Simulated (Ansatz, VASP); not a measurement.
# One calculation of SrO, two programs

```
CELL_PARAMETERS angstrom
0.00000 2.50556 2.44131
2.50556 0.00000 2.44131
2.50556 2.50556 0.00000
ATOMIC_POSITIONS crystal
Sr 0.00000 0.00000 0.00000
O 0.50000 0.50000 0.50000
```

Change from the starting cell: strain -0.025 along x and y, -0.050 along z, atoms carried along.

Alike in both runs: task single point; functional PBE; k mesh 8 × 8 × 8; occupations gaussian, width 0.05 eV; no spin polarisation.

|  | VASP | Ansatz |
| --- | --- | --- |
| version | VASP 6.6.1 | Ansatz 0.2.0 |
| potentials or method | VASP PAW PBE potentials, release 64 (Sr_sv, O), cutoff 520 eV | scalar-relativistic, plane waves, PAW |
| valence electrons in the cell | 16 | 16 |

Ansatz gave:

- gap on the k mesh at the Fermi level (eV): 3.05
- least direct gap on the mesh (eV): 3.16
- pressure (GPa): 15.5
- traceless stress, the component that is largest in VASP (GPa): 4.13

Estimate VASP's values.

gap on the k mesh at the Fermi level (eV): 3.00; least direct gap on the mesh (eV): 3.11; pressure (GPa): 16.5; traceless stress, the component that is largest in VASP (GPa): 4.35.

The functional is the same, so the differences come from potentials, cutoffs and numerics.
